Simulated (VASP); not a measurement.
Input of a VASP 6.6.1 run:

File INCAR:

```
PREC = Accurate
ENCUT = 520
EDIFF = 1E-7
ISMEAR = -1
SIGMA = 0.02
LREAL = F
LASPH = T
NELM = 60
ALGO = Normal
ISIF = 2
LWAVE = F
LCHARG = F
GGA = PE
NBANDS = 17
```

Contents of KPOINTS:

```
Automatic mesh
0
Gamma
  8 8 8
```

File POSCAR:

```
PbSe
1.0
    0.0000000000      3.1588157606      3.0887022202
    3.1588157606      0.0000000000      3.0887022202
    3.1588157606      3.1588157606      0.0000000000
Pb Se
1 1
Direct
    0.0000000000      0.0000000000      0.0000000000
    0.5000000000      0.5000000000      0.5000000000
```

Potentials or basis: VASP PAW PBE potentials, release 64 (Pb_d, Se).

The run is started by

```bash
$ cat potpaw_PBE.64/Pb_d/POTCAR potpaw_PBE.64/Se/POTCAR > POTCAR
$ mpirun -np 1 vasp_std > vasp.out
```

Task: Predict the pressure.

Result: -1.1 GPa.

Task: What does it give for the band gap on the k mesh?

Result: 0.50 eV.

Stress tensor (GPa, compression positive):
```
-1.79  0.00  0.00
 0.00 -1.79  0.00
 0.00  0.00  0.35
```

Caveat: the cell differs from its parent crystal (biaxial xy strain +2.3%); spin-orbit coupling is left out, which moves the levels of the heavy elements. A k mesh can miss the band edges.
